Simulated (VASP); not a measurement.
Here is a VASP 6.6.1 calculation.

File INCAR:

```
  PREC = Accurate
  ENCUT = 520
  EDIFF = 1E-6
  ISMEAR = -1
  SIGMA = 0.05
  LREAL = Auto
  LASPH = T
  NELM = 100
  ALGO = Normal
  ISIF = 2
  LWAVE = F
  LCHARG = F
  GGA = PE
  IVDW = 12
  IBRION = 2
  NSW = 80
  EDIFFG = -0.03
```

File KPOINTS:

```
Automatic mesh
0
Gamma
  2 2 1
```

File POSCAR:

```
MgC18
1.0
    7.3980000000      0.0000000000      0.0000000000
   -3.6990000000      6.4068560000      0.0000000000
    0.0000000000      0.0000000000     12.0000000000
C Mg
18 1
Direct
    0.0000000000      0.0000000000      0.0833333000
    0.2222222000      0.1111111000      0.0833333000
    0.0000000000      0.3333333000      0.0833333000
    0.2222222000      0.4444444000      0.0833333000
    0.0000000000      0.6666667000      0.0833333000
    0.2222222000      0.7777778000      0.0833333000
    0.3333333000      0.0000000000      0.0833333000
    0.5555556000      0.1111111000      0.0833333000
    0.3333333000      0.3333333000      0.0833333000
    0.5555556000      0.4444444000      0.0833333000
    0.3333333000      0.6666667000      0.0833333000
    0.5555556000      0.7777778000      0.0833333000
    0.6666667000      0.0000000000      0.0833333000
    0.8888889000      0.1111111000      0.0833333000
    0.6666667000      0.3333333000      0.0833333000
    0.8888889000      0.4444444000      0.0833333000
    0.6666667000      0.6666667000      0.0833333000
    0.8888889000      0.7777778000      0.0833333000
    0.1929763000      0.5871096000      0.2525000000
```

Potentials or basis: VASP PAW PBE potentials, release 64 (C, Mg).

Launch:

```console
$ cat potpaw_PBE.64/C/POTCAR potpaw_PBE.64/Mg/POTCAR > POTCAR
$ mpirun -np 1 vasp_std > vasp.out
```

Q: Estimate the energy gained by relaxing.

A: 31.0 meV/atom.

Q: Estimate the band gap on the k mesh.

A: 0.14 eV.

Q: What does it give for the dispersion energy per atom?

A: -0.100 eV.

Final structure:
```
C Mg
1.0
     7.39800    0.00000    0.00000
    -3.69900    6.40686    0.00000
     0.00000    0.00000   12.00000
C Mg
18 1
Direct
  0.00100 0.00031 0.07846
  0.22490 0.11221 0.07836
  0.00228 0.33482 0.07801
  0.22385 0.44556 0.07741
  0.00228 0.66706 0.07812
  0.22376 0.77779 0.07753
  0.33564 0.00160 0.07805
  0.55698 0.11223 0.07827
  0.33570 0.33360 0.07798
  0.55702 0.44435 0.07826
  0.33464 0.66707 0.07719
  0.55845 0.77901 0.07779
  0.66899 0.00039 0.07824
  0.89037 0.11103 0.07832
  0.66768 0.33361 0.07847
  0.89151 0.44553 0.07833
  0.66899 0.66822 0.07825
  0.89040 0.77897 0.07840
  0.15853 0.57375 0.34704
```

Caveat: the k points lie up to 0.49 Å⁻¹ apart; there is no dipole correction, which matters where the two faces differ.
